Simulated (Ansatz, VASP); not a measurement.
One calculation of SnSe2, two programs

File INCAR:

```
ALGO = Normal
EDIFF = 1E-7
ENCUT = 520
GGA = PE
ISIF = 2
ISMEAR = 0
IVDW = 12
LASPH = T
LCHARG = F
LREAL = F
LWAVE = F
NBANDS = 20
NELM = 100
PREC = Accurate
SIGMA = 0.03
```

KPOINTS

```
k-points
0
Gamma
  12 12 6
```

POSCAR

```
SnSe2
1.0
    3.8390485956      0.0000000000      0.0000000000
   -1.9195242978      3.3247136102      0.0000000000
    0.0000000000      0.0000000000      6.0116311105
Sn Se
1 2
Direct
    0.0000000000      0.0000000000      0.0041586051
    0.3333333333      0.6666666667      0.2620273675
    0.6666666667      0.3333333333      0.7317213755
```

Input for Ansatz:

```yaml
crystal:
  lattice:
    - [3.8390485956, 0.0, 0.0]
    - [-1.9195242978, 3.3247136102, 0.0]
    - [0.0, 0.0, 6.0116311105]
  atoms:
    - { symbol: Sn, position: [0.0, 0.0, 0.0041586051] }
    - { symbol: Se, position: [0.3333333333, 0.6666666667, 0.2620273675] }
    - { symbol: Se, position: [0.6666666667, 0.3333333333, 0.7317213755] }
basis:
  ecutwfc: 420
kpoints:
  mp_grid: { grid: [12, 12, 6] }
hamiltonian:
  xc: pbe
  dispersion: d3bj
scf:
  occupations: { method: gaussian, width: 0.03 }
output:
  forces: true
  stress: true
  eigenvalues: true
```

Change from the starting cell: mode 9 (240.0 1/cm) frozen in, largest displacement +0.025 Å.

Alike in both runs: task single point; functional PBE; dispersion D3(BJ); k mesh 12 × 12 × 6; occupations gaussian, width 0.03 eV; no spin polarisation.

|  | VASP | Ansatz |
| --- | --- | --- |
| version | VASP 6.6.1 | Ansatz 0.2.0 |
| potentials or method | VASP PAW PBE potentials, release 64 (Sn_d, Se), cutoff 520 eV | scalar-relativistic, plane waves, PAW |
| valence electrons in the cell | 26 | 46 |

Ansatz gave:

```
gap on the k mesh at the Fermi level (eV)                     : 0.34
least direct gap on the mesh (eV)                             : 0.82
pressure (GPa)                                                : 0.1
traceless stress, the component that is largest in VASP (GPa) : -0.08
rms of the force components (eV/Å)                            : 0.256
```

**Question.** Estimate VASP's values.

**Answer.** gap on the k mesh at the Fermi level (eV): 0.34; least direct gap on the mesh (eV): 0.81; pressure (GPa): 0.1; traceless stress, the component that is largest in VASP (GPa): -0.07; rms of the force components (eV/Å): 0.258.

Atom by atom the forces differ by 0.007 eV/Å (rms over components). VASP's potentials hold 26 valence electrons a cell and Ansatz's 46, so a difference there can come from the potentials and not from the codes.
